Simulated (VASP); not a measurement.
# AgRh (P-6m2) in VASP: further runs

The runs below take AgRh through single point, relaxation of cell and atoms, with r2SCAN, PBE.

Everything below comes from runs of VASP 6.6.1. Logs are shortened: lines on timing, memory, paths and dates and some standing lists are left out, and cuts for length are marked.

## Step 1: The cell of the first run

Symmetry: P-6m2, No. 187, hexagonal system. The conventional cell has a = 2.778 Å, b = 2.778 Å, c = 4.809 Å, α = 90.00°, β = 90.00°, γ = 120.00°. Within 3.7 Å of Ag (site symmetry -6m2) lie 6 Ag at 2.78 Å and 6 Rh at 2.89 Å. Rh (site symmetry -6m2) has 6 Rh at 2.78 Å and 6 Ag at 2.89 Å within 3.7 Å.

## Step 2: Single point, r2SCAN

Contents of POSCAR:

```
AgRh
1.0
    2.7775881998      0.0000000000      0.0000000000
   -1.3887940999      2.4054619423      0.0000000000
    0.0000000000      0.0000000000      4.8086020000
Ag Rh
1 1
Direct
    0.0000000000      0.0000000000      0.5000000000
    0.6666666667      0.3333333333      0.0000000000
```

Contents of INCAR.step1:

```
SYSTEM = AgRh
PREC = Accurate ; ENCUT = 520
ISMEAR = 0 ; SIGMA = 0.1
LREAL = .False. ; LASPH = .True.
NELM = 100 ; NBANDS = 20
GGA = PE ; ALGO = Normal
EDIFF = 1E-4 ; LWAVE = .True.
LCHARG = .False.
```

Contents of INCAR.step2:

```
SYSTEM = AgRh
PREC = Accurate ; ENCUT = 520
EDIFF = 1E-6 ; ISMEAR = 0
SIGMA = 0.1 ; LREAL = .False.
LASPH = .True. ; NELM = 100
ALGO = Normal ; ISIF = 2
LWAVE = .False. ; LCHARG = .False.
METAGGA = R2SCAN ; LMIXTAU = .True.
NBANDS = 20 ; ISTART = 1
```

Contents of KPOINTS:

```
Automatic mesh
0
Gamma
  18 18 10
  0 0 0
```

Potentials or basis: VASP PAW PBE potentials, release 64 (Ag, Rh_pv).

Started as:

```console
$ cat potpaw_PBE.64/Ag/POTCAR potpaw_PBE.64/Rh_pv/POTCAR > POTCAR
$ cp INCAR.step1 INCAR
$ mpirun -np 1 vasp_std > vasp.out
$ cp INCAR.step2 INCAR
$ mpirun -np 1 vasp_std > vasp.out
```

OUTCAR:

```text
SYSTEM = AgRh
   PREC = Accurate
   ENCUT = 520
   EDIFF = 1E-6
   ISMEAR = 0
   LREAL = .False.
   LASPH = .True.
   NELM = 100
   ISIF = 2
   METAGGA = R2SCAN
   ISTART = 1

 ion  position               nearest neighbor table
   1  0.000  0.000  0.500-   2 2.89   2 2.89   2 2.89   2 2.89   2 2.89   2 2.89
   2  0.667  0.333  0.000-   1 2.89   1 2.89   1 2.89   1 2.89   1 2.89   1 2.89

  LATTYP: Found a hexagonal cell.
 ALAT       =     2.7775881998
 C/A-ratio  =     1.7312148721

  Lattice vectors:

 A1 = (   2.7775881998,   0.0000000000,   0.0000000000)
 A2 = (  -1.3887940999,   2.4054619423,   0.0000000000)
 A3 = (   0.0000000000,   0.0000000000,   4.8086020000)

Analysis of symmetry for initial positions (statically):
=====================================================================
 Subroutine PRICEL returns:
 Original cell was already a primitive cell.

 Routine SETGRP: Setting up the symmetry group for a
 hexagonal supercell.

 Subroutine GETGRP returns: Found 12 space group operations
 (whereof 12 operations were pure point group operations)
 out of a pool of 24 trial point group operations.

The static configuration has the point symmetry D_3h.

Analysis of symmetry for dynamics (positions and initial velocities):
=====================================================================
 Subroutine PRICEL returns:
 Original cell was already a primitive cell.

 Routine SETGRP: Setting up the symmetry group for a
 hexagonal supercell.

 Subroutine GETGRP returns: Found 12 space group operations
 (whereof 12 operations were pure point group operations)
 out of a pool of 24 trial point group operations.

The dynamic configuration has the point symmetry D_3h.

 Subroutine INISYM returns: Found 12 space group operations
 (whereof 12 operations are pure point group operations),
 and found     1 'primitive' translations

----------------------------------------------------------------------------------------

                                     Primitive cell

  volume of cell :      32.1281

  direct lattice vectors                    reciprocal lattice vectors
     2.777588200  0.000000000  0.000000000     0.360024571  0.207860283  0.000000000
    -1.388794100  2.405461942  0.000000000     0.000000000  0.415720566  0.000000000
     0.000000000  0.000000000  4.808602000     0.000000000  0.000000000  0.207960651

  length of vectors
     2.777588200  2.777588200  4.808602000     0.415720566  0.415720566  0.207960651

  position of ions in fractional coordinates (direct lattice)
     0.000000000  0.000000000  0.500000000
     0.666666667  0.333333333  0.000000000

  ion indices of the primitive-cell ions
   primitive index   ion index
                 1           1
                 2           2

----------------------------------------------------------------------------------------

 KPOINTS: Automatic mesh

Automatic generation of k-mesh.
 Grid dimensions read from file:
 generate k-points for:   18   18   10

 Generating k-lattice:

  Cartesian coordinates                     Fractional coordinates (reciprocal lattice)
     0.020001365  0.011547793  0.000000000     0.055555556  0.000000000  0.000000000
     0.000000000  0.023095587  0.000000000     0.000000000  0.055555556  0.000000000
     0.000000000  0.000000000  0.020796065     0.000000000  0.000000000  0.100000000

  Length of vectors
     0.023095587  0.023095587  0.020796065

  Shift w.r.t. Gamma in fractional coordinates (k-lattice)
     0.000000000  0.000000000  0.000000000

 Subroutine IBZKPT returns following result:
 ===========================================

 Found    222 irreducible k-points:

 Following reciprocal coordinates:
            Coordinates               Weight
  0.000000  0.000000  0.000000      1.000000
  0.055556 -0.000000  0.000000      6.000000
  0.111111 -0.000000  0.000000      6.000000
  0.166667  0.000000  0.000000      6.000000
  0.222222 -0.000000  0.000000      6.000000
  0.277778  0.000000  0.000000      6.000000
[... 16 lines left out ...]
  0.333333  0.111111  0.000000     12.000000
  0.388889  0.111111  0.000000     12.000000
 [... further k-points ...]
   k-points           NKPTS =    222   k-points in BZ     NKDIM =    222   number of bands    NBANDS=     20
   number of dos      NEDOS =    301   number of ions     NIONS =      2
   total plane-waves  NPLWV =  20736
   dimension x,y,z NGX =    24 NGY =   24 NGZ =   36
   dimension x,y,z NGXF=    48 NGYF=   48 NGZF=   72
   ions per type =               1   1
   NGX,Y,Z   is equivalent  to a cutoff of  14.36, 14.36, 12.45 a.u.
   NGXF,Y,Z  is equivalent  to a cutoff of  28.73, 28.73, 24.89 a.u.
 SYSTEM =  AgRh
   PREC   = accura    normal or accurate (medium, high low for compatibility)
   ISTART =      1    job   : 0-new  1-cont  2-samecut
   ICHARG =      0    charge: 1-file 2-atom 10-const
   ISPIN  =      1    spin polarized calculation?
   LNONCOLLINEAR =      F non collinear calculations
   LSORBIT =      F    spin-orbit coupling
   LASPH  =      T    aspherical Exc in radial PAW
   ENCUT  =  520.0 eV  38.22 Ry    6.18 a.u.   5.16  5.16  8.94*2*pi/ulx,y,z
   NELM   =    100;   NELMIN=  2; NELMDL=  0     # of ELM steps
   EDIFF  = 0.1E-05   stopping-criterion for ELM
   LREAL  =      F    real-space projection
   EDIFFG = 0.1E-04   stopping-criterion for IOM
   NSW    =      0    number of steps for IOM
   IBRION =     -1    ionic relax: 0-MD 1-quasi-New 2-CG
   NFREE  =      0    steps in history (QN), initial steepest desc. (CG)
   ISIF   =      2    stress and relaxation
   ISYM   =      2    0-nonsym 1-usesym 2-fastsym
   POTIM  = 0.5000    time-step for ionic-motion
   TEBEG  =    0.0;   TEEND  =   0.0 temperature during run
   PSTRESS=    0.0 pullay stress
   NELECT =      26.0000    total number of electrons
   NUPDOWN=      -1.0000    fix difference up-down
   EMIN   =  10.00;   EMAX   =-10.00  energy-range for DOS
   EFERMI =   0.00;   METHOD = LEGACY
   ISMEAR =     0;   SIGMA  =   0.10  broadening in eV -4-tet -1-fermi 0-gaus
   EFERMI_NEDOS =   21; number of points for ismear=-14 and -15
   IALGO  =     38    algorithm
   IMIX   =      4    mixing-type and parameters
     AMIX     =   0.40;   BMIX     =  1.00
     AMIX_MAG =   1.60;   BMIX_MAG =  1.00
  volume/ion in A,a.u.               =      16.06       108.41
  Fermi-wavevector in a.u.,A,eV,Ry     =   1.525589  2.882945 31.666497  2.327422
  Thomas-Fermi vector in A             =   2.633739
   LORBIT       =      0    0 simple, 1 ext, 2 COOP (PROOUT), +10 PAW based schemes
   METAGGA = R2SCAN    functional components
   LHFCALC =     F    Hartree Fock is set to
   AEXX    =    0.0000 exact exchange contribution
   IVDW    =     0    specifies the selected vdW correction
   LEPSILON=     F    determine dielectric tensor
   LRPA    =     F    only Hartree local field effects (RPA)
 non-spin polarized calculation
 Gauss-broadening in eV      SIGMA  =   0.10
  energy-cutoff  :      520.00
  volume of cell :       32.13
 maximum number of plane-waves:       880
 NGX is ok and might be reduce to    24
   NGX = 11   NGY = 11   NGZ = 17

 number of electron      25.9999997 magnetization

 Free energy of the ion-electron system (eV)
  ---------------------------------------------------
  ext. energy  EPLUGINS =         0.00000000
  ---------------------------------------------------
  free energy    TOTEN  =       -44.94101332 eV

  energy without entropy =      -44.92606344  energy(sigma->0) =      -44.93353838

 E-fermi :   8.7403     XC(G=0): -13.6678

 val. band max:        8.7385373392   @ k =   0.2222  -0.0000   0.0000
 cond. band min:       8.7441931592   @ k =   0.0556   0.0556   0.5000
 fundamental gap:      0.0056558200
 Fermi energy:         8.7402739418

 k-point     1 :       0.0000    0.0000    0.0000
  band No.  band energies     occupation
      1     -38.3216      2.00000
      2     -38.3216      2.00000
      3     -38.2546      2.00000
      4       1.4461      2.00000
      5       2.7461      2.00000
      6       4.1943      2.00000
[... 12 lines left out ...]
     19      27.2926      0.00000
     20      28.3399      0.00000

 k-point     2 :       0.0556   -0.0000    0.0000
  band No.  band energies     occupation
      1     -38.3349      2.00000
      2     -38.3248      2.00000
      3     -38.2529      2.00000
      4       1.5484      2.00000
      5       2.8065      2.00000
      6       4.1543      2.00000
[... 12 lines left out ...]
     19      27.2924      0.00000
     20      28.1995      0.00000

 k-point     3 :       0.1111   -0.0000    0.0000
  band No.  band energies     occupation
      1     -38.3730      2.00000
      2     -38.3339      2.00000
      3     -38.2478      2.00000
      4       1.8449      2.00000
      5       2.9705      2.00000
      6       4.0576      2.00000
[... 12 lines left out ...]
     19      27.2911      0.00000
     20      27.6271      0.00000

 k-point     4 :       0.1667    0.0000    0.0000
  band No.  band energies     occupation
      1     -38.4310      2.00000
      2     -38.3479      2.00000
      3     -38.2400      2.00000
      4       2.2921      2.00000
      5       3.1771      2.00000
      6       3.9860      2.00000
[... 12 lines left out ...]
     19      27.5608      0.00000
     20      27.7387      0.00000

 k-point     5 :       0.2222   -0.0000    0.0000
  band No.  band energies     occupation
      1     -38.5018      2.00000
      2     -38.3651      2.00000
      3     -38.2305      2.00000
      4       2.7424      2.00000
      5       3.3367      2.00000
      6       4.1239      2.00000
[... 12 lines left out ...]
     19      26.9921      0.00000
     20      27.3444      0.00000
[... 353 lines left out ...]
      6       3.9172      2.00000
[... 12 lines left out ...]
     19      25.6593      0.00000
     20      27.2906      0.00000

 k-point    22 :       0.2778    0.1111    0.0000
  band No.  band energies     occupation
      1     -38.6445      2.00000
      2     -38.4255      2.00000
      3     -38.2082      2.00000
      4       3.0062      2.00000
      5       3.6478      2.00000
      6       3.9041      2.00000
[... 12 lines left out ...]
     19      24.4607      0.00000
     20      25.5359      0.00000

 k-point    23 :       0.3333    0.1111    0.0000
  band No.  band energies     occupation
      1     -38.6932      2.00000
      2     -38.4430      2.00000
      3     -38.2008      2.00000
      4       2.8594      2.00000
      5       3.4435      2.00000
      6       3.9918      2.00000
[... 12 lines left out ...]
     19      23.2812      0.00000
     20      23.5892      0.00000

 k-point    24 :       0.3889    0.1111    0.0000
  band No.  band energies     occupation
      1     -38.7248      2.00000
      2     -38.4544      2.00000
      3     -38.1960      2.00000
      4       2.7612      2.00000
      5       3.3165      2.00000
      6       4.0150      2.00000
[... 12 lines left out ...]
     19      21.9581      0.00000
     20      22.2555      0.00000

 [... further k-points ...]

------------------------ aborting loop because EDIFF is reached ----------------------------------------

  FORCE on cell =-STRESS in cart. coord.  units (eV):
  Direction    XX          YY          ZZ          XY          YZ          ZX
  --------------------------------------------------------------------------------------
  -------------------------------------------------------------------------------------
  Total       -1.2394121     -1.2394121     -1.1509574     -0.0000000      0.0000000     -0.0000000
  in kB      -61.8074925    -61.8074925    -57.3963983     -0.0000000      0.0000000     -0.0000000
  external PRESSURE =     -60.3371277 kB  Pullay stress =       0.0000000 kB

 VOLUME and BASIS-vectors are now :
 -----------------------------------------------------------------------------
  energy-cutoff  :      520.00
  volume of cell :       32.13
      direct lattice vectors                 reciprocal lattice vectors
     2.777588200  0.000000000  0.000000000     0.360024571  0.207860283  0.000000000
    -1.388794100  2.405461942  0.000000000     0.000000000  0.415720566  0.000000000
     0.000000000  0.000000000  4.808602000     0.000000000  0.000000000  0.207960651

 POSITION                                       TOTAL-FORCE (eV/Angst)
 -----------------------------------------------------------------------------------
      0.00000      0.00000      2.40430        -0.000000      0.000000      0.000000
      1.38879      0.80182      0.00000         0.000000     -0.000000      0.000000
 -----------------------------------------------------------------------------------
    total drift:                               -0.000000      0.000000      0.000000

  FREE ENERGIE OF THE ION-ELECTRON SYSTEM (eV)
  ---------------------------------------------------
  free  energy   TOTEN  =       -44.9410133192 eV

  energy  without entropy=      -44.9260634445  energy(sigma->0) =      -44.93353838
```

It took 3.7 min on 1 thread of Intel Xeon 8259CL, shared host; peak memory 0.28 GiB.

What came out:

```
Free energy            : -44.9410 eV
Pressure               : -6.0 GPa
Band gap on the k mesh : zero (bands 13 and 14 overlap by 1.41 eV)
```

Caveat: the cell stands under tension; the PAW data sets were made with another functional, which shifts forces and pressure a little.

## Step 3: Relaxation of cell and atoms, PBE

Contents of INCAR:

```
PREC = Accurate
ENCUT = 600
EDIFF = 1E-7
ISMEAR = 0
SIGMA = 0.1
LREAL = False
LASPH = True
NELM = 80
ALGO = Fast
ISIF = 3
LWAVE = False
LCHARG = False
GGA = PE
IBRION = 2
NSW = 80
EDIFFG = -0.01
```

Contents of KPOINTS:

```
Automatic mesh
0
Gamma
  18 18 10
```

POSCAR is that of step 2.

Potentials or basis: VASP PAW PBE potentials, release 64 (Ag, Rh_pv).

Started as:

```console
$ cat potpaw_PBE.64/Ag/POTCAR potpaw_PBE.64/Rh_pv/POTCAR > POTCAR
$ mpirun -np 1 vasp_std > vasp.out
```

It took 4.7 min on 1 thread of Intel Xeon 8259CL, shared host; peak memory 0.3 GiB.

It converged, with:

| Property | Result |
| --- | --- |
| Free energy | -9.4470 eV |
| Relaxed volume | 15.80 Å³/atom |
| Relaxed cell | a = 2.765 Å, b = 2.765 Å, c = 4.771 Å, α = 90.00°, β = 90.00°, γ = 120.00° |
| Space group after relaxing (to 0.1 Å) | P-6m2 (No. 187) |
| Energy gained by relaxing | 2.0 meV/atom |
| Ionic steps | 6 |
| Pressure after relaxing | 0.1 GPa |
| Band gap on the k mesh | zero (bands 13 and 14 overlap by 1.38 eV) |

The path:
```tsv
step	energy change (eV)	largest force (eV/Å)	pressure (GPa)	volume (Å³)
1	0.0000	0.0000	-2.40	32.13
2	0.0018	0.0000	3.20	31.02
3	-0.0039	0.0000	-0.03	31.62
4	-0.0039	0.0000	0.07	31.61
5	-0.0040	0.0000	0.07	31.60
6	-0.0040	0.0000	0.07	31.60
```

Final structure:
```
Ag Rh
1.0
     2.76534    0.00000    0.00000
    -1.38267    2.39485    0.00000
     0.00000    0.00000    4.77117
Ag Rh
1 1
Direct
  0.00000 0.00000 0.50000
  0.66667 0.33333 0.00000
```

Levels at points of the mesh, in eV from the Fermi level:
| k point | band 9 | band 10 | band 11 | band 12 | band 13 | band 14 | band 15 | band 16 | band 17 |
| --- | --- | --- | --- | --- | --- | --- | --- | --- | --- |
| (0.00, 0.00, 0.00) | -3.16 | -3.16 | -1.91 | -1.91 | 0.10 | 0.10 | 0.14 | 5.46 | 16.60 |
| (0.50, 0.00, 0.00) | -2.75 | -2.25 | -1.67 | -0.12 | 1.05 | 1.82 | 4.02 | 8.49 | 8.75 |
| (0.00, 0.00, 0.50) | -3.26 | -3.26 | -2.53 | -1.70 | -1.70 | 0.06 | 0.06 | 11.70 | 12.70 |
| (0.50, 0.00, 0.50) | -2.26 | -1.79 | -0.63 | -0.20 | 1.06 | 1.69 | 2.44 | 6.57 | 7.99 |

## Step 4: Single point, PBE, collinear spin, ferromagnetic start

This run uses another cell than the first one, of 15.85 Å³/atom.

Contents of INCAR:

```
ALGO = Normal
EDIFF = 1E-6
ENCUT = 520
GGA = PE
ISIF = 2
ISMEAR = 0
ISPIN = 2
LASPH = True
LCHARG = False
LMAXMIX = 4
LORBIT = 11
LREAL = False
LWAVE = False
MAGMOM = 0 1
NBANDS = 24
NELM = 150
PREC = Accurate
SIGMA = 0.1
```

Contents of KPOINTS:

```
k-points
0
Gamma
  18 18 10
```

Contents of POSCAR:

```
AgRh
1.0
    2.7689167485      0.0000000000      0.0000000000
   -1.3844583742      2.3979522451      0.0000000000
    0.0000000000      0.0000000000      4.7733970054
Ag Rh
1 1
Direct
    0.0000000000      0.0000000000      0.5000000000
    0.6666666667      0.3333333333      0.0000000000
```

Started as:

```console
$ cat potpaw_PBE.64/Ag/POTCAR potpaw_PBE.64/Rh_pv/POTCAR > POTCAR
$ mpirun -np 1 vasp_std > vasp.out
```

Run time: 3.4 min. Hardware: 1 thread of Intel Xeon 8259CL, shared host; peak memory 0.37 GiB.

The run converged. Its results:

```
Free energy                                           : -9.4522 eV
Pressure                                              : -0.1 GPa
Net moment                                            : 0.48 μB per cell
Site moments                                          : Ag +0.01; Rh +0.47 μB
Valence electrons inside the program's atomic spheres : Ag 9.95; Rh 13.63
```

Levels at points of the mesh, in eV from the Fermi level:
Spin up:
```csv
k point,band 11,band 12,band 13,band 14,band 15,band 16
"(0.00, 0.00, 0.00)",-2.03,-2.03,-0.16,-0.16,0.11,5.36
"(0.50, 0.00, 0.00)",-1.78,-0.36,0.89,1.77,3.93,8.44
"(0.00, 0.00, 0.50)",-2.66,-1.81,-1.81,-0.20,-0.20,11.65
"(0.50, 0.00, 0.50)",-0.88,-0.35,0.90,1.66,2.40,6.48
```
Spin down:
| k point | band 9 | band 10 | band 11 | band 12 | band 13 | band 14 | band 15 | band 16 | band 17 | band 18 |
| --- | --- | --- | --- | --- | --- | --- | --- | --- | --- | --- |
| (0.00, 0.00, 0.00) | -3.17 | -3.17 | -1.77 | -1.77 | 0.13 | 0.29 | 0.29 | 5.50 | 16.56 | 17.30 |
| (0.50, 0.00, 0.00) | -2.61 | -2.27 | -1.61 | 0.05 | 1.20 | 1.82 | 4.04 | 8.47 | 8.74 | 11.82 |
| (0.00, 0.00, 0.50) | -3.25 | -3.25 | -2.45 | -1.58 | -1.58 | 0.26 | 0.26 | 11.70 | 12.70 | 16.77 |
| (0.50, 0.00, 0.50) | -2.27 | -1.72 | -0.45 | -0.11 | 1.20 | 1.68 | 2.44 | 6.56 | 8.02 | 14.71 |

Caveat: a moment this small can come from the mesh or the smearing.

## Step 5: The runs side by side

```tsv
task	level	spin	cell	cutoff (eV)	gap on the mesh (eV)	pressure (GPa)
single point	r2SCAN	off	a = 2.778, b = 2.778, c = 4.809 Å, angles 90.0, 90.0, 120.0°, 2 atoms	520	none	-6.0
relaxation of cell and atoms	PBE	off	relaxed from a = 2.778, b = 2.778, c = 4.809 Å, angles 90.0, 90.0, 120.0°, 2 atoms	600	none	0.1
single point	PBE	collinear, ferromagnetic start	a = 2.769, b = 2.769, c = 4.773 Å, angles 90.0, 90.0, 120.0°, 2 atoms	520	none	-0.1
```

Alike in all rows: potentials or basis VASP PAW PBE potentials, release 64 (Ag, Rh_pv); k mesh 18 × 18 × 10; smearing gaussian 0.1 eV.

Caveats: the cell stands under tension (at least some runs); the PAW data sets were made with another functional, which shifts forces and pressure a little (at least some runs); a moment this small can come from the mesh or the smearing (at least some runs).

Absolute energies hang on the potentials; compare differences alone.
